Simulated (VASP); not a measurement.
# W (Fm-3m) in VASP: a series of runs

The runs below take W through single point, with RPBE.

Program: VASP 6.6.1. These are calculated values, not measurements. Logs are shortened: lines on timing, memory, paths and dates and some standing lists are left out, and cuts for length are marked.

**1. The cell of the first run**

The structure is cubic, space group Fm-3m (No. 225). Conventional cell: a = 4.062 Å, b = 4.062 Å, c = 4.062 Å, α = 90.00°, β = 90.00°, γ = 90.00°. W (site symmetry m-3m) has 12 W at 2.87 Å within 3.8 Å.

**2. Single point, RPBE**

Contents of INCAR:

```
SYSTEM = W
ALGO     = Normal         ! electronic algorithm
EDIFF    = 1E-7           ! SCF threshold, eV
ENCUT    = 520            ! plane-wave cutoff, eV
GGA      = RP             ! functional
ISIF     = 2              ! what is computed and relaxed
ISMEAR   = -1             ! smearing method
LASPH    = .True.         ! aspherical terms in the spheres
LCHARG   = .False.        ! write CHGCAR
LREAL    = .False.        ! projectors in reciprocal space
LWAVE    = .False.        ! write WAVECAR
NBANDS   = 13             ! bands
NELM     = 60             ! most SCF steps
PREC     = Accurate       ! precision mode
SIGMA    = 0.1            ! smearing width, eV
```

Contents of KPOINTS:

```
k-points
0
Gamma
  5 5 5
  0 0 0
```

Contents of POSCAR:

```
W
1.0
    0.0000000000      2.0308229343      2.0308229343
    2.0308229343      0.0000000000      2.0308229343
    2.0308229343      2.0308229343      0.0000000000
W
1
Direct
    0.0000000000      0.0000000000      0.0000000000
```

Potentials or basis: VASP PAW PBE potentials, release 64 (W_sv).

Launch:

```sh
> cat potpaw_PBE.64/W_sv/POTCAR > POTCAR
> mpirun -np 1 vasp_std > vasp.out
```

OUTCAR:

```text
SYSTEM = W
   EDIFF = 1E-7
   ENCUT = 520
   GGA = RP
   ISIF = 2
   ISMEAR = -1
   LASPH = .True.
   LREAL = .False.
   NELM = 60
   PREC = Accurate

 ion  position               nearest neighbor table
   1  0.000  0.000  0.000-

  LATTYP: Found a face centered cubic cell.
 ALAT       =     4.0616458686

  Lattice vectors:

 A1 = (   0.0000000000,   2.0308229343,   2.0308229343)
 A2 = (   2.0308229343,   0.0000000000,   2.0308229343)
 A3 = (   2.0308229343,   2.0308229343,   0.0000000000)

Analysis of symmetry for initial positions (statically):
=====================================================================
 Subroutine PRICEL returns:
 Original cell was already a primitive cell.

 Routine SETGRP: Setting up the symmetry group for a
 face centered cubic supercell.

 Subroutine GETGRP returns: Found 48 space group operations
[... 9 lines left out ...]

 Routine SETGRP: Setting up the symmetry group for a
 face centered cubic supercell.

 Subroutine GETGRP returns: Found 48 space group operations
[... 11 lines left out ...]
                                     Primitive cell

  volume of cell :      16.7512

  direct lattice vectors                    reciprocal lattice vectors
     0.000000000  2.030822934  2.030822934    -0.246205610  0.246205610  0.246205610
     2.030822934  0.000000000  2.030822934     0.246205610 -0.246205610  0.246205610
     2.030822934  2.030822934  0.000000000     0.246205610  0.246205610 -0.246205610

  length of vectors
     2.872017336  2.872017336  2.872017336     0.426440626  0.426440626  0.426440626

  position of ions in fractional coordinates (direct lattice)
     0.000000000  0.000000000  0.000000000

  ion indices of the primitive-cell ions
   primitive index   ion index
                 1           1

----------------------------------------------------------------------------------------

 KPOINTS: k-points

Automatic generation of k-mesh.
 Grid dimensions read from file:
 generate k-points for:    5    5    5

 Generating k-lattice:

  Cartesian coordinates                     Fractional coordinates (reciprocal lattice)
    -0.049241122  0.049241122  0.049241122     0.200000000  0.000000000  0.000000000
     0.049241122 -0.049241122  0.049241122     0.000000000  0.200000000  0.000000000
     0.049241122  0.049241122 -0.049241122     0.000000000  0.000000000  0.200000000

  Length of vectors
[... 42 lines left out ...]
   EDIFFG = 0.1E-05   stopping-criterion for IOM
   NSW    =      0    number of steps for IOM
   IBRION =     -1    ionic relax: 0-MD 1-quasi-New 2-CG
   NFREE  =      0    steps in history (QN), initial steepest desc. (CG)
   ISIF   =      2    stress and relaxation
   ISYM   =      2    0-nonsym 1-usesym 2-fastsym
   POTIM  = 0.5000    time-step for ionic-motion
   TEBEG  =    0.0;   TEEND  =   0.0 temperature during run
   PSTRESS=    0.0 pullay stress
   NELECT =      14.0000    total number of electrons
   NUPDOWN=      -1.0000    fix difference up-down
   EMIN   =  10.00;   EMAX   =-10.00  energy-range for DOS
   EFERMI =   0.00;   METHOD = LEGACY
   ISMEAR =    -1;   SIGMA  =   0.10  broadening in eV -4-tet -1-fermi 0-gaus
   EFERMI_NEDOS =   21; number of points for ismear=-14 and -15
   IALGO  =     38    algorithm
   IMIX   =      4    mixing-type and parameters
     AMIX     =   0.40;   BMIX     =  1.00
     AMIX_MAG =   1.60;   BMIX_MAG =  1.00
  volume/ion in A,a.u.               =      16.75       113.04
  Fermi-wavevector in a.u.,A,eV,Ry     =   1.542063  2.914077 32.354087  2.377958
  Thomas-Fermi vector in A             =   2.647921
   LORBIT       =      0    0 simple, 1 ext, 2 COOP (PROOUT), +10 PAW based schemes
   GGA     = RP    functional components
   LHFCALC =     F    Hartree Fock is set to
   AEXX    =    0.0000 exact exchange contribution
   IVDW    =     0    specifies the selected vdW correction
   LEPSILON=     F    determine dielectric tensor
   LRPA    =     F    only Hartree local field effects (RPA)
 non-spin polarized calculation
  energy-cutoff  :      520.00
  volume of cell :       16.75
 maximum number of plane-waves:       463
 NGX is ok and might be reduce to    24
   NGX = 11   NGY = 11   NGZ = 11

 number of electron      14.0000002 magnetization

 Free energy of the ion-electron system (eV)
  ---------------------------------------------------
  ext. energy  EPLUGINS =         0.00000000
  ---------------------------------------------------
  free energy    TOTEN  =       -11.96632709 eV

  energy without entropy =      -11.93111093  energy(sigma->0) =      -11.94871901

 E-fermi :  10.6094     XC(G=0): -13.2672

 val. band max:       10.2309681253   @ k =   0.2000   0.0000   0.0000
 cond. band min:      10.7398965693   @ k =   0.2000   0.2000   0.0000
 fundamental gap:      0.5089284439
 Fermi energy:        10.6093741512

 k-point     1 :       0.0000    0.0000    0.0000
  band No.  band energies     occupation
      1     -63.4451      2.00000
      2     -27.0989      2.00000
      3     -27.0989      2.00000
      4     -27.0989      2.00000
      5       1.4091      2.00000
      6       9.7669      1.99956
      7       9.7669      1.99956
      8       9.7669      1.99956
      9      12.8174      0.00000
     10      12.8174      0.00000
     11      23.0104      0.00000
     12      28.1614      0.00000
     13      28.1614      0.00000
[... 130 lines left out ...]
  band No.  band energies     occupation
      1     -63.3248      2.00000
      2     -27.9060      2.00000
      3     -27.6597      2.00000
      4     -27.4216      2.00000
      5       6.7399      2.00000
      6       7.6060      2.00000
      7       8.4554      2.00000
      8      12.2782      0.00000
      9      14.7045      0.00000
     10      17.9147      0.00000
     11      21.6639      0.00000
     12      23.0111      0.00000
     13      26.3897      0.00000

------------------------ aborting loop because EDIFF is reached ----------------------------------------

  FORCE on cell =-STRESS in cart. coord.  units (eV):
  Direction    XX          YY          ZZ          XY          YZ          ZX
  --------------------------------------------------------------------------------------
  -------------------------------------------------------------------------------------
  Total       -0.1645874     -0.1645874     -0.1645874      0.0000000     -0.0000000      0.0000000
  in kB      -15.7420391    -15.7420391    -15.7420391      0.0000000     -0.0000000      0.0000000
  external PRESSURE =     -15.7420391 kB  Pullay stress =       0.0000000 kB

 VOLUME and BASIS-vectors are now :
 -----------------------------------------------------------------------------
  energy-cutoff  :      520.00
  volume of cell :       16.75
      direct lattice vectors                 reciprocal lattice vectors
     0.000000000  2.030822934  2.030822934    -0.246205610  0.246205610  0.246205610
     2.030822934  0.000000000  2.030822934     0.246205610 -0.246205610  0.246205610
     2.030822934  2.030822934  0.000000000     0.246205610  0.246205610 -0.246205610

 POSITION                                       TOTAL-FORCE (eV/Angst)
 -----------------------------------------------------------------------------------
      0.00000      0.00000      0.00000         0.000000      0.000000      0.000000
 -----------------------------------------------------------------------------------
    total drift:                               -0.000000      0.000000      0.000000

  FREE ENERGIE OF THE ION-ELECTRON SYSTEM (eV)
  ---------------------------------------------------
  free  energy   TOTEN  =       -11.9663270884 eV

  energy  without entropy=      -11.9311109345  energy(sigma->0) =      -11.94871901
```

stdout:

```text
POSCAR found type information on POSCAR W
 POSCAR found :  1 types and       1 ions
 scaLAPACK will be used
 -----------------------------------------------------------------------------
|                                                                             |
|                                                                             |
|     You enforced a specific xc type in the INCAR file but a different       |
|     I HOPE YOU KNOW WHAT YOU ARE DOING!                                     |
|                                                                             |
 -----------------------------------------------------------------------------

 LDA part: xc-table for (Slater+PW92), standard interpolation
 POSCAR, INCAR and KPOINTS ok, starting setup
 FFT: planning ... GRIDC
 FFT: planning ... GRID_SOFT
 FFT: planning ... GRID
 WAVECAR not read
 entering main loop
```

Run time: 5.6 s. Hardware: 1 thread of AMD EPYC 7R13, shared host; peak memory 0.11 GiB.

What came out:

```yaml
Free_energy: -11.9663 eV
Pressure: -1.6 GPa
Band_gap_on_the_k_mesh: zero (band 7 reaches 11.73 eV, above the bottom of band 8 at 9.77 eV)
```

Caveat: the k points lie up to 0.54 Å⁻¹ apart; the PAW data sets were made with another functional, which shifts forces and pressure a little; spin-orbit coupling is left out, which moves the levels of the heavy elements.

**3. Single point, RPBE**

This run uses another cell than the first one, of 16.63 Å³/atom, 0.993 times its volume.

Contents of INCAR:

```
SYSTEM = W
ALGO = Normal
EDIFF = 1E-7
ENCUT = 520
GGA = RP
ISIF = 2
ISMEAR = -1
LASPH = .TRUE.
LCHARG = .TRUE.
LELF = .TRUE.
LREAL = .FALSE.
LVHAR = .TRUE.
LWAVE = .FALSE.
NBANDS = 13
NELM = 80
PREC = Accurate
SIGMA = 0.1
```

Contents of KPOINTS:

```
k-points
0
G
  5 5 5
  0 0 0
```

Contents of POSCAR:

```
W
1.0
    0.0000000000      2.0258477302      2.0258477302
    2.0258477302      0.0000000000      2.0258477302
    2.0258477302      2.0258477302      0.0000000000
W
1
Direct
    0.0000000000      0.0000000000      0.0000000000
```

Potentials or basis: VASP PAW PBE potentials, release 64 (W_sv).

Launch:

```sh
> cat potpaw_PBE.64/W_sv/POTCAR > POTCAR
> mpirun -np 1 vasp_std > vasp.out
```

It took 7.4 s on 1 thread of AMD EPYC 7R13, shared host; peak memory 0.11 GiB.

Results (log left out):

| Item | Value |
| --- | --- |
| Free energy | -11.9667 eV |
| Pressure | 0.4 GPa |
| Band gap on the k mesh | zero (band 7 reaches 11.86 eV, above the bottom of band 8 at 9.86 eV) |

Levels at points of the mesh, in eV from the Fermi level:
```
           k point  band 5  band 6  band 7  band 8  band 9  band 10
(0.00, 0.00, 0.00)   -9.24   -0.85   -0.85   -0.85    2.23     2.23
```

Caveat: the k points lie up to 0.54 Å⁻¹ apart; the PAW data sets were made with another functional, which shifts forces and pressure a little; spin-orbit coupling is left out, which moves the levels of the heavy elements.

**4. Single point, RPBE**

This run uses another cell than the first one, of 16.51 Å³/atom, 0.986 times its volume.

Contents of INCAR:

```
SYSTEM = W
PREC = Accurate
ENCUT = 520
EDIFF = 1E-7
ISMEAR = -1
SIGMA = 0.1
LREAL = .FALSE.
LASPH = .TRUE.
NELM = 100
ALGO = Normal
ISIF = 2
LWAVE = .FALSE.
LCHARG = .FALSE.
GGA = RP
NBANDS = 13
```

Contents of KPOINTS:

```
regular mesh
0
G
  5 5 5
  0 0 0
```

Contents of POSCAR:

```
W
1.0
    0.0000000000      2.0210315622      2.0210315622
    2.0210315622      0.0000000000      2.0210315622
    2.0210315622      2.0210315622      0.0000000000
W
1
Direct
    0.0000000000      0.0000000000      0.0000000000
```

Launch:

```sh
> cat potpaw_PBE.64/W_sv/POTCAR > POTCAR
> mpirun -np 1 vasp_std > vasp.out
```

Run time: 6.5 s. Hardware: 1 thread of AMD EPYC 7R13, shared host; peak memory 0.11 GiB.

It converged, with:

- Free energy: -11.9656 eV
- Pressure: 2.5 GPa
- Band gap on the k mesh: zero (band 7 reaches 11.98 eV, above the bottom of band 8 at 9.95 eV)

Levels at points of the mesh, in eV from the Fermi level:
```csv
k point,band 3,band 4,band 5,band 6,band 7,band 8,band 9,band 10,band 11,band 12
"(0.00, 0.00, 0.00)",-37.67,-37.67,-9.28,-0.87,-0.87,-0.87,2.25,2.25,12.41,17.64
```

Caveat: the k points lie up to 0.54 Å⁻¹ apart; the PAW data sets were made with another functional, which shifts forces and pressure a little; spin-orbit coupling is left out, which moves the levels of the heavy elements.

(Continued in part 2 of 2.)
